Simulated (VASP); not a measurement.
# ScAl3N4 (P6_3mc) in VASP: notebook

Runs on ScAl3N4. Level: LDA. Tasks: single point, relaxation of cell and atoms.

Program: VASP 6.6.1. These are calculated values, not measurements. Logs are shortened: lines on timing, memory, paths and dates and some standing lists are left out, and cuts for length are marked.

### 1 The cell of the first run

It takes space group P6_3mc (No. 186, hexagonal). The conventional cell has a = 6.402 Å, b = 6.402 Å, c = 4.967 Å, α = 90.00°, β = 90.00°, γ = 120.00°. Sc (site symmetry 3m) has 4 N at 2.03 to 2.13 Å within 2.7 Å. Within 2.5 Å of Al (site symmetry m) lie 4 N at 1.87 to 1.94 Å. Within 2.6 Å of N (site symmetry 3m) lie 3 Al at 1.94 Å and 1 Sc at 2.13 Å. Within 2.5 Å of N (site symmetry m) lie 3 Al at 1.87 to 1.88 Å and 1 Sc at 2.03 Å.

### 2 Single point, LDA

INCAR

```
SYSTEM = ScAl3N4
PREC     = Accurate       ! precision mode
ENCUT    = 520            ! plane-wave cutoff, eV
EDIFF    = 1E-6           ! SCF threshold, eV
ISMEAR   = 0              ! smearing method
SIGMA    = 0.02           ! smearing width, eV
LREAL    = Auto         
LASPH    = .True.         ! aspherical terms in the spheres
NELM     = 60             ! most SCF steps
ALGO     = Normal         ! electronic algorithm
ISIF     = 2              ! what is computed and relaxed
LWAVE    = .False.        ! write WAVECAR
LCHARG   = .False.        ! write CHGCAR
GGA      = CA             ! functional
NBANDS   = 54             ! bands
```

KPOINTS

```
Automatic mesh
0
Gamma
  4 4 5
  0 0 0
```

POSCAR

```
ScAl3N4
1.0
    6.4020283361      0.0000000000      0.0000000000
   -3.2010141681      5.5443191748      0.0000000000
    0.0000000000      0.0000000000      4.9671751088
Sc Al N
2 6 8
Direct
    0.1666666667      0.3333333333     -0.0145350696
    0.8333333333      0.6666666667      0.4854649304
    0.1745764943      0.8372882472     -0.0008998830
    0.6627117528      0.3254235057     -0.0008998830
    0.6627117528      0.8372882472     -0.0008998830
    0.3372882472      0.1627117528      0.4991001170
    0.3372882472      0.6745764943      0.4991001170
    0.8254235057      0.1627117528      0.4991001170
    0.1666666667      0.3333333333      0.4139886263
    0.1865003469      0.8432501735      0.3770820307
    0.6567498265      0.3134996531      0.3770820307
    0.6567498265      0.8432501735      0.3770820307
    0.3432501735      0.1567498265      0.8770820307
    0.3432501735      0.6865003469      0.8770820307
    0.8134996531      0.1567498265      0.8770820307
    0.8333333333      0.6666666667      0.9139886263
```

Potentials or basis: VASP PAW LDA potentials, release 64 (Sc_sv, Al, N).

Command:

```
$ cat potpaw_LDA.64/Sc_sv/POTCAR potpaw_LDA.64/Al/POTCAR potpaw_LDA.64/N/POTCAR > POTCAR
$ mpirun -np 1 vasp_std > vasp.out
```

OUTCAR:

```text
SYSTEM = ScAl3N4
   PREC = Accurate
   ENCUT = 520
   EDIFF = 1E-6
   ISMEAR = 0
   LREAL = Auto
   LASPH = .True.
   NELM = 60
   ISIF = 2
   GGA = CA

 ion  position               nearest neighbor table
   1  0.167  0.333  0.985-  15 2.03  14 2.03  13 2.03   9 2.13   8 3.07   7 3.07   6 3.07   8 3.18
                             7 3.18   6 3.18   4 3.20   3 3.20   5 3.20   5 3.20   4 3.20   3 3.20
   2  0.833  0.667  0.485-  10 2.03  11 2.03  12 2.03  16 2.13   3 3.07   4 3.07   5 3.07   3 3.18
                             4 3.18   5 3.18   7 3.20   8 3.20   6 3.20   6 3.20   7 3.20   8 3.20
   3  0.175  0.837  0.999-  13 1.87  14 1.87  10 1.88  16 1.94   2 3.07   6 3.07   6 3.07   7 3.07
                             7 3.07   4 3.13   5 3.13   2 3.18   1 3.20   1 3.20   4 3.28   5 3.28
   4  0.663  0.325  0.999-  13 1.87  15 1.87  11 1.88  16 1.94   2 3.07   6 3.07   6 3.07   8 3.07
                             8 3.07   3 3.13   5 3.13   2 3.18   1 3.20   1 3.20   3 3.28   5 3.28
   5  0.663  0.837  0.999-  14 1.87  15 1.87  12 1.88  16 1.94   2 3.07   7 3.07   7 3.07   8 3.07
                             8 3.07   3 3.13   4 3.13   2 3.18   1 3.20   1 3.20   3 3.28   4 3.28
   6  0.337  0.163  0.499-  11 1.87  10 1.87  13 1.88   9 1.94   1 3.07   4 3.07   4 3.07   3 3.07
                             3 3.07   8 3.13   7 3.13   1 3.18   2 3.20   2 3.20   8 3.28   7 3.28
   7  0.337  0.675  0.499-  12 1.87  10 1.87  14 1.88   9 1.94   1 3.07   5 3.07   5 3.07   3 3.07
                             3 3.07   8 3.13   6 3.13   1 3.18   2 3.20   2 3.20   8 3.28   6 3.28
   8  0.825  0.163  0.499-  12 1.87  11 1.87  15 1.88   9 1.94   1 3.07   5 3.07   5 3.07   4 3.07
                             4 3.07   7 3.13   6 3.13   1 3.18   2 3.20   2 3.20   7 3.28   6 3.28
   9  0.167  0.333  0.414-   8 1.94   7 1.94   6 1.94   1 2.13
  10  0.187  0.843  0.377-   6 1.87   7 1.87   3 1.88   2 2.03
  11  0.657  0.313  0.377-   6 1.87   8 1.87   4 1.88   2 2.03
  12  0.657  0.843  0.377-   7 1.87   8 1.87   5 1.88   2 2.03
  13  0.343  0.157  0.877-   4 1.87   3 1.87   6 1.88   1 2.03
  14  0.343  0.687  0.877-   5 1.87   3 1.87   7 1.88   1 2.03
  15  0.813  0.157  0.877-   5 1.87   4 1.87   8 1.88   1 2.03
  16  0.833  0.667  0.914-   3 1.94   4 1.94   5 1.94   2 2.13

  LATTYP: Found a hexagonal cell.
 ALAT       =     6.4020283361
 C/A-ratio  =     0.7758752145

  Lattice vectors:

 A1 = (   6.4020283361,   0.0000000000,   0.0000000000)
 A2 = (  -3.2010141681,   5.5443191748,   0.0000000000)
 A3 = (   0.0000000000,   0.0000000000,   4.9671751088)

Analysis of symmetry for initial positions (statically):
=====================================================================
 Subroutine PRICEL returns:
 Original cell was already a primitive cell.

 Routine SETGRP: Setting up the symmetry group for a
 hexagonal supercell.

 Subroutine GETGRP returns: Found 12 space group operations
 (whereof  2 operations were pure point group operations)
 out of a pool of 24 trial point group operations.

The static configuration has the point symmetry C_1h.
 The point group associated with its full space group is C_6v.

Analysis of symmetry for dynamics (positions and initial velocities):
=====================================================================
 Subroutine PRICEL returns:
 Original cell was already a primitive cell.

 Routine SETGRP: Setting up the symmetry group for a
 hexagonal supercell.

 Subroutine GETGRP returns: Found 12 space group operations
 (whereof  2 operations were pure point group operations)
 out of a pool of 24 trial point group operations.

The dynamic configuration has the point symmetry C_1h.
 The point group associated with its full space group is C_6v.

 Subroutine INISYM returns: Found 12 space group operations
 (whereof  2 operations are pure point group operations),
 and found     1 'primitive' translations

----------------------------------------------------------------------------------------

                                     Primitive cell

  volume of cell :     176.3093

  direct lattice vectors                    reciprocal lattice vectors
     6.402028336  0.000000000  0.000000000     0.156200496  0.090182398  0.000000000
    -3.201014168  5.544319175  0.000000000     0.000000000  0.180364797  0.000000000
     0.000000000  0.000000000  4.967175109     0.000000000  0.000000000  0.201321672

  length of vectors
     6.402028336  6.402028336  4.967175109     0.180364797  0.180364797  0.201321672

  position of ions in fractional coordinates (direct lattice)
     0.166666667  0.333333333  0.985464930
     0.833333333  0.666666667  0.485464930
     0.174576494  0.837288247  0.999100117
     0.662711753  0.325423506  0.999100117
     0.662711753  0.837288247  0.999100117
     0.337288247  0.162711753  0.499100117
[... 8 lines left out ...]
     0.813499653  0.156749826  0.877082031
     0.833333333  0.666666667  0.913988626

  ion indices of the primitive-cell ions
   primitive index   ion index
                 1           1
                 2           2
                 3           3
                 4           4
                 5           5
                 6           6
[... 8 lines left out ...]
                15          15
                16          16

----------------------------------------------------------------------------------------

 KPOINTS: Automatic mesh

Automatic generation of k-mesh.
 Grid dimensions read from file:
 generate k-points for:    4    4    5

 Generating k-lattice:

  Cartesian coordinates                     Fractional coordinates (reciprocal lattice)
     0.039050124  0.022545600  0.000000000     0.250000000 -0.000000000  0.000000000
     0.000000000  0.045091199  0.000000000     0.000000000  0.250000000  0.000000000
     0.000000000  0.000000000  0.040264334     0.000000000  0.000000000  0.200000000

  Length of vectors
     0.045091199  0.045091199  0.040264334

  Shift w.r.t. Gamma in fractional coordinates (k-lattice)
     0.000000000  0.000000000  0.000000000

 Subroutine IBZKPT returns following result:
 ===========================================

 Found     12 irreducible k-points:

 Following reciprocal coordinates:
            Coordinates               Weight
  0.000000  0.000000  0.000000      1.000000
  0.250000  0.000000  0.000000      6.000000
  0.500000  0.000000  0.000000      3.000000
  0.250000  0.250000  0.000000      6.000000
  0.000000  0.000000  0.200000      2.000000
  0.250000  0.000000  0.200000     12.000000
  0.500000  0.000000  0.200000      6.000000
  0.250000  0.250000  0.200000     12.000000
  0.000000  0.000000  0.400000      2.000000
  0.250000  0.000000  0.400000     12.000000
  0.500000  0.000000  0.400000      6.000000
  0.250000  0.250000  0.400000     12.000000
   k-points           NKPTS =     12   k-points in BZ     NKDIM =     12   number of bands    NBANDS=     54
   number of dos      NEDOS =    301   number of ions     NIONS =     16
   total plane-waves  NPLWV =  92160
   dimension x,y,z NGX =    48 NGY =   48 NGZ =   40
   dimension x,y,z NGXF=    96 NGYF=   96 NGZF=   80
   ions per type =               2   6   8
   NGX,Y,Z   is equivalent  to a cutoff of  12.46, 12.46, 13.39 a.u.
   NGXF,Y,Z  is equivalent  to a cutoff of  24.93, 24.93, 26.78 a.u.
 SYSTEM =  ScAl3N4
   PREC   = accura    normal or accurate (medium, high low for compatibility)
   ISTART =      0    job   : 0-new  1-cont  2-samecut
   ICHARG =      2    charge: 1-file 2-atom 10-const
   ISPIN  =      1    spin polarized calculation?
   LNONCOLLINEAR =      F non collinear calculations
   LSORBIT =      F    spin-orbit coupling
   LASPH  =      T    aspherical Exc in radial PAW
   ENCUT  =  520.0 eV  38.22 Ry    6.18 a.u.  11.90 11.90  9.24*2*pi/ulx,y,z
   NELM   =     60;   NELMIN=  2; NELMDL= -5     # of ELM steps
   EDIFF  = 0.1E-05   stopping-criterion for ELM
   LREAL  =      T    real-space projection
   EDIFFG = 0.1E-04   stopping-criterion for IOM
   NSW    =      0    number of steps for IOM
   IBRION =     -1    ionic relax: 0-MD 1-quasi-New 2-CG
   NFREE  =      0    steps in history (QN), initial steepest desc. (CG)
   ISIF   =      2    stress and relaxation
   ISYM   =      2    0-nonsym 1-usesym 2-fastsym
   POTIM  = 0.5000    time-step for ionic-motion
   TEBEG  =    0.0;   TEEND  =   0.0 temperature during run
   PSTRESS=    0.0 pullay stress
   NELECT =      80.0000    total number of electrons
   NUPDOWN=      -1.0000    fix difference up-down
   EMIN   =  10.00;   EMAX   =-10.00  energy-range for DOS
   EFERMI =   0.00;   METHOD = LEGACY
   ISMEAR =     0;   SIGMA  =   0.02  broadening in eV -4-tet -1-fermi 0-gaus
   EFERMI_NEDOS =   21; number of points for ismear=-14 and -15
   IALGO  =     38    algorithm
   IMIX   =      4    mixing-type and parameters
     AMIX     =   0.40;   BMIX     =  1.00
     AMIX_MAG =   1.60;   BMIX_MAG =  1.00
  volume/ion in A,a.u.               =      11.02        74.36
  Fermi-wavevector in a.u.,A,eV,Ry     =   1.257997  2.377270 21.532000  1.582557
  Thomas-Fermi vector in A             =   2.391629
   LORBIT       =      0    0 simple, 1 ext, 2 COOP (PROOUT), +10 PAW based schemes
   GGA     = CA    functional components
   LHFCALC =     F    Hartree Fock is set to
   AEXX    =    0.0000 exact exchange contribution
   IVDW    =     0    specifies the selected vdW correction
   LEPSILON=     F    determine dielectric tensor
   LRPA    =     F    only Hartree local field effects (RPA)
 non-spin polarized calculation
 Gauss-broadening in eV      SIGMA  =   0.02
  energy-cutoff  :      520.00
  volume of cell :      176.31
 maximum number of plane-waves:      4767
 NGX is ok and might be reduce to    48
   NGX = 23   NGY = 23   NGZ = 19

 number of electron      79.9999995 magnetization

 Free energy of the ion-electron system (eV)
  ---------------------------------------------------
  ext. energy  EPLUGINS =         0.00000000
  ---------------------------------------------------
  free energy    TOTEN  =      -136.49317881 eV

  energy without entropy =     -136.49317881  energy(sigma->0) =     -136.49317881

 E-fermi :   5.2482     XC(G=0): -11.3073

 val. band max:        5.0915082993   @ k =   0.2500   0.0000   0.0000
 cond. band min:       8.9099145333   @ k =   0.2500   0.2500   0.0000
 fundamental gap:      3.8184062340
 Fermi energy:         5.2481678914

 k-point     1 :       0.0000    0.0000    0.0000
  band No.  band energies     occupation
      1     -41.0536      2.00000
      2     -41.0524      2.00000
      3     -20.2274      2.00000
      4     -20.2274      2.00000
      5     -20.2185      2.00000
      6     -20.2185      2.00000
[... 44 lines left out ...]
     51      10.9038      0.00000
     52      11.3526      0.00000

 k-point     2 :       0.2500    0.0000    0.0000
  band No.  band energies     occupation
      1     -41.0534      2.00000
      2     -41.0526      2.00000
      3     -20.2295      2.00000
      4     -20.2282      2.00000
      5     -20.2188      2.00000
      6     -20.2167      2.00000
[... 44 lines left out ...]
     51      10.8667      0.00000
     52      11.9156      0.00000
[... 493 lines left out ...]
     51      12.3465      0.00000
     52      12.4829      0.00000

 k-point    12 :       0.2500    0.2500    0.4000
  band No.  band energies     occupation
      1     -41.0529      2.00000
      2     -41.0528      2.00000
      3     -20.2260      2.00000
      4     -20.2256      2.00000
      5     -20.2240      2.00000
      6     -20.2202      2.00000
[... 44 lines left out ...]
     51      12.4174      0.00000
     52      12.4769      0.00000
 [bands above 52 left out]

------------------------ aborting loop because EDIFF is reached ----------------------------------------

  FORCE on cell =-STRESS in cart. coord.  units (eV):
  Direction    XX          YY          ZZ          XY          YZ          ZX
  --------------------------------------------------------------------------------------
  -------------------------------------------------------------------------------------
  Total        0.8639752      0.8639752      0.8437742     -0.0000000      0.0000000      0.0000000
  in kB        7.8512096      7.8512096      7.6676367     -0.0000000      0.0000000      0.0000000
  external PRESSURE =       7.7900187 kB  Pullay stress =       0.0000000 kB

 VOLUME and BASIS-vectors are now :
 -----------------------------------------------------------------------------
  energy-cutoff  :      520.00
  volume of cell :      176.31
      direct lattice vectors                 reciprocal lattice vectors
     6.402028336  0.000000000  0.000000000     0.156200496  0.090182398  0.000000000
    -3.201014168  5.544319175  0.000000000     0.000000000  0.180364797  0.000000000
     0.000000000  0.000000000  4.967175109     0.000000000  0.000000000  0.201321672

 POSITION                                       TOTAL-FORCE (eV/Angst)
 -----------------------------------------------------------------------------------
      0.00000      1.84811      4.89498         0.000000      0.000000      0.019692
      3.20101      3.69621      2.41139         0.000000     -0.000000      0.019692
     -1.56253      4.64219      4.96271        -0.008766     -0.005061     -0.008504
      3.20101      1.80425      4.96271        -0.000000      0.010122     -0.008504
      1.56253      4.64219      4.96271         0.008766     -0.005061     -0.008504
      1.63849      0.90213      2.47912        -0.008766      0.005061     -0.008504
[... 8 lines left out ...]
      4.70629      0.86907      4.35662        -0.039286     -0.022682     -0.009520
      3.20101      3.69621      4.53994         0.000000      0.000000      0.034381
 -----------------------------------------------------------------------------------
    total drift:                                0.000000     -0.000002      0.006668

  FREE ENERGIE OF THE ION-ELECTRON SYSTEM (eV)
  ---------------------------------------------------
  free  energy   TOTEN  =      -136.4931788123 eV

  energy  without entropy=     -136.4931788123  energy(sigma->0) =     -136.49317881
```

It took 3.5 min on 1 thread of Intel Xeon Platinum 8488C (Sapphire Rapids), shared host; peak memory 0.28 GiB.

Results:

```
Free energy            : -136.4932 eV
Pressure               : 0.8 GPa
Largest force          : 0.046 eV/Å
Band gap on the k mesh : 3.82 eV (least direct gap 3.85 eV)
```

Forces in eV/Å, atoms in the order of the input:
```
Sc   0.000  0.000  0.020
Sc   0.000  0.000  0.020
Al  -0.009 -0.005 -0.009
Al   0.000  0.010 -0.009
Al   0.009 -0.005 -0.009
Al  -0.009  0.005 -0.009
Al   0.000 -0.010 -0.009
Al   0.009  0.005 -0.009
N    0.000  0.000  0.034
N    0.039  0.023 -0.010
N    0.000 -0.045 -0.010
N   -0.039  0.023 -0.010
N    0.039 -0.023 -0.010
N    0.000  0.045 -0.010
N   -0.039 -0.023 -0.010
N    0.000  0.000  0.034
```

Caveat: an odd mesh through Γ misses points on the zone boundary, where band edges can lie.

### 3 Relaxation of cell and atoms, LDA

This run uses another cell than the first one, of 10.90 Å³/atom.

INCAR

```
SYSTEM = ScAl3N4
  PREC = Accurate
  ENCUT = 600
  EDIFF = 1E-7
  ISMEAR = 0
  SIGMA = 0.02
  LREAL = Auto
  LASPH = .True.
  NELM = 80
  ALGO = Normal
  ISIF = 3
  LWAVE = .False.
  LCHARG = .False.
  GGA = CA
  IBRION = 2
  NSW = 80
  EDIFFG = -0.004
```

KPOINTS is that of step 2.

POSCAR

```
ScAl3N4
1.0
    6.3740000000      0.0000000000      0.0000000000
   -3.1870000000      5.5200459237      0.0000000000
    0.0000000000      0.0000000000      4.9570000000
Sc Al N
2 6 8
Direct
    0.1666666667      0.3333333333      0.0000000000
    0.8333333333      0.6666666667      0.5000000000
    0.1666666667      0.8333333333      0.0000000000
    0.6666666667      0.3333333333      0.0000000000
    0.6666666667      0.8333333333      0.0000000000
    0.3333333333      0.1666666667      0.5000000000
    0.3333333333      0.6666666667      0.5000000000
    0.8333333333      0.1666666667      0.5000000000
    0.1666666667      0.3333333333      0.3820000000
    0.1666666667      0.8333333333      0.3820000000
    0.6666666667      0.3333333333      0.3820000000
    0.6666666667      0.8333333333      0.3820000000
    0.3333333333      0.1666666667      0.8820000000
    0.3333333333      0.6666666667      0.8820000000
    0.8333333333      0.1666666667      0.8820000000
    0.8333333333      0.6666666667      0.8820000000
```

Potentials or basis: VASP PAW LDA potentials, release 64 (Sc_sv, Al, N).

Command:

```
$ cat potpaw_LDA.64/Sc_sv/POTCAR potpaw_LDA.64/Al/POTCAR potpaw_LDA.64/N/POTCAR > POTCAR
$ mpirun -np 1 vasp_std > vasp.out
```

Run time: 51 min. Hardware: 1 thread of Intel Xeon Platinum 8488C (Sapphire Rapids), shared host; peak memory 0.32 GiB.

Results (log left out):

```
Free energy                           : -136.4938 eV
Relaxed volume                        : 11.06 Å³/atom
Relaxed cell                          : a = 6.408 Å, b = 6.408 Å, c = 4.976 Å, α = 90.00°, β = 90.00°, γ = 120.00°
Space group after relaxing (to 0.1 Å) : P6_3mc (No. 186)
Energy gained by relaxing             : 107.4 meV/atom
Ionic steps                           : 16
Pressure after relaxing               : 0.0 GPa
Band gap on the k mesh                : 3.81 eV (least direct gap 3.84 eV)
```

Step by step:
```tsv
step	energy change (eV)	largest force (eV/Å)	pressure (GPa)	volume (Å³)
1	0.0000	3.8808	6.57	174.41
2	-1.2275	1.0951	-8.74	185.90
3	-1.5422	0.6548	-4.90	181.89
4	-1.6849	0.1889	3.00	174.52
5	-1.7065	0.1351	0.75	176.42
6	-1.7147	0.0735	-0.11	177.23
7	-1.7147	0.0655	-0.04	177.17
8	-1.7165	0.0285	-0.16	177.23
9	-1.7167	0.0393	-0.20	177.25
10	-1.7180	0.0231	0.00	177.01
11	-1.7182	0.0314	0.13	176.87
12	-1.7184	0.0178	-0.04	177.00
13	-1.7184	0.0162	-0.06	177.02
14	-1.7185	0.0065	0.01	176.97
15	-1.7185	0.0053	0.00	176.98
16	-1.7185	0.0012	0.01	176.96
```

Final structure:
```cif
data_structure
_symmetry_space_group_name_H-M 'P 1'
_symmetry_Int_Tables_number 1
_cell_length_a 6.4084
_cell_length_b 6.4084
_cell_length_c 4.9756
_cell_angle_alpha 90.000
_cell_angle_beta 90.000
_cell_angle_gamma 120.000
_cell_volume 176.96
loop_
_atom_site_label
_atom_site_type_symbol
_atom_site_fract_x
_atom_site_fract_y
_atom_site_fract_z
_atom_site_occupancy
Sc1 Sc 0.16667 0.33333 0.98570 1
Sc2 Sc 0.83333 0.66667 0.48570 1
Al1 Al 0.17460 0.83730 0.99914 1
Al2 Al 0.66270 0.32540 0.99914 1
Al3 Al 0.66270 0.83730 0.99914 1
Al4 Al 0.33730 0.16270 0.49914 1
Al5 Al 0.33730 0.67460 0.49914 1
Al6 Al 0.82540 0.16270 0.49914 1
N1 N 0.16667 0.33333 0.41435 1
N2 N 0.18676 0.84338 0.37684 1
N3 N 0.65662 0.31324 0.37684 1
N4 N 0.65662 0.84338 0.37684 1
N5 N 0.34338 0.15662 0.87684 1
N6 N 0.34338 0.68676 0.87684 1
N7 N 0.81324 0.15662 0.87684 1
N8 N 0.83333 0.66667 0.91435 1
```

Levels at points of the mesh, in eV from the valence-band top:
```tsv
k point	band 38	band 39	band 40	band 41	band 42	band 43
(0.00, 0.00, 0.00)	-0.44	-0.44	-0.01	3.95	4.00	4.00
(0.50, 0.00, 0.00)	-0.19	-0.17	0.00	4.07	4.34	4.67
```

Caveat: an odd mesh through Γ misses points on the zone boundary, where band edges can lie.
